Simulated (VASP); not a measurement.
BeRuSe3, 5 atoms in the cell. Symmetry: Pm-3m, No. 221, cubic system. Conventional cell: a = 4.853 Å, b = 4.853 Å, c = 4.853 Å, α = 90.00°, β = 90.00°, γ = 90.00°. Be (site symmetry m-3m) has 12 Se at 3.43 Å and 8 Ru at 4.20 Å within 4.5 Å. Within 3.2 Å of Ru (site symmetry m-3m) lie 6 Se at 2.43 Å. Within 3.2 Å of Se (site symmetry 4/mmm) lie 2 Ru at 2.43 Å. The cell was generated, and may not be a known phase.

```yaml
Program: VASP 6.6.1
Task: single point
Functional: PBE
Potentials_or_basis: VASP PAW PBE potentials, release 64 (Be, Ru_pv, Se)
Cutoff: 520 eV
k_mesh: 4 × 4 × 4
Occupations: gaussian, width 0.1 eV
Spin: collinear spin, ferromagnetic start
Starting_moments: "[0.0, 1.0, 0.0, 0.0, 0.0] μB"
Dipole_correction: no
Further_INCAR_settings: ALGO = Normal; EDIFF = 1e-06; NBANDS = 29
```

Potentials or basis: VASP PAW PBE potentials, release 64 (Be, Ru_pv, Se).

Command:

```bash
$ cat potpaw_PBE.64/Be/POTCAR potpaw_PBE.64/Ru_pv/POTCAR potpaw_PBE.64/Se/POTCAR > POTCAR
$ mpirun -np 1 vasp_std > vasp.out
```

Hardware: 1 thread of Oxide Virtual Turin-like Processor (shared host).

**Question.** Estimate the wall time of this run.

**Answer.** It took 43 s on 1 thread of Oxide Virtual Turin-like Processor, on a shared host, peak memory 0.22 GiB. Counts: scf iterations 16, k points 10.
